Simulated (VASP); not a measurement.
TiSe2:

```xyz
3
Lattice="3.5360 0.0000 0.0000 -1.7680 3.0623 0.0000 0.0000 0.0000 6.0040" Properties=species:S:1:pos:R:3 pbc="T T T"
Ti    0.0000    0.0000    0.0000
Se    0.0000    2.0415    1.5322
Se    1.7680    1.0208    4.4718
```

- Program: VASP 6.6.1
- Task: relaxation of cell and atoms
- Functional: PBE
- Dispersion: D3(BJ)
- Potentials or basis: VASP PAW PBE potentials, release 64 (Ti_sv, Se)
- Cutoff: 500 eV
- k mesh: 12 × 12 × 4
- Occupations: fermi-dirac, width 0.02 eV
- Spin: no spin polarisation

At the start: pressure -1.6 GPa; volume 21.67 Å³/atom.

Task: Where does the relaxation end?

Result: Over 12 steps the energy falls by 8.0 meV/atom and the volume is 20.47 Å³/atom (-5.5 %); space group P-3m1 (No. 164, to 0.05 Å).

Step by step:
```
step  energy change (eV)  largest force (eV/Å)  pressure (GPa)  volume (Å³)
   1              0.0000                0.0922           -1.62        65.01
   2             -0.0083                0.3484            0.83        62.97
   3             -0.0090                0.2887            0.27        63.42
   4             -0.0155                0.1688            0.06        62.97
   5             -0.0180                0.0112           -0.18        62.39
   6             -0.0180                0.0352           -0.15        62.47
   7             -0.0206                0.0383           -0.01        62.12
   8             -0.0233                0.0421            0.33        61.39
   9             -0.0234                0.0421            0.42        61.21
  10             -0.0219                0.1340           -0.82        61.72
  11             -0.0238                0.0122            0.04        61.36
  12             -0.0239                0.0046            0.03        61.41
```

Final structure:
```yaml
crystal:
  lattice:
    - [3.48386, 0.00000, 0.00000]
    - [-1.74193, 3.01711, 0.00000]
    - [0.00000, 0.00000, 5.84240]
  atoms:
    - { symbol: Ti, position: [0.00000, 0.00000, 0.00000] }
    - { symbol: Se, position: [0.33333, 0.66667, 0.26577] }
    - { symbol: Se, position: [0.66667, 0.33333, 0.73423] }
```
